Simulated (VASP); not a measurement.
The system is Rh.

```
Rh
1.0
     0.00000    1.89785    1.89785
     1.89785    0.00000    1.89785
     1.89785    1.89785    0.00000
Rh
1
Direct
  0.00000 0.00000 0.00000
```

| Quantity | Value |
| --- | --- |
| Program | VASP 6.6.1 |
| Task | relaxation of volume and atoms at fixed shape |
| Functional | LDA |
| Potentials or basis | VASP PAW LDA potentials, release 64 (Rh_pv) |
| Cutoff | 500 eV |
| k mesh | 10 × 10 × 10 |
| Occupations | fermi-dirac, width 0.1 eV |
| Spin | no spin polarisation |

At the start: pressure -8.6 GPa; volume 13.67 Å³/atom.

Question: Where does the relaxation end?

Answer: Over 3 steps the energy falls by 10.9 meV/atom and the volume is 13.29 Å³/atom (-2.8 %); space group Fm-3m (No. 225, to 0.05 Å).

Step by step:
```
step  energy change (eV)  largest force (eV/Å)  pressure (GPa)  volume (Å³)
   1              0.0000                0.0000           -8.58        13.67
   2              0.0758                0.0000           30.07        12.27
   3             -0.0109                0.0000           -0.26        13.29
```

Final structure:
```yaml
crystal:
  lattice:
    - [0.00000, 1.87987, 1.87987]
    - [1.87987, 0.00000, 1.87987]
    - [1.87987, 1.87987, 0.00000]
  atoms:
    - { symbol: Rh, position: [0.00000, 0.00000, 0.00000] }
```
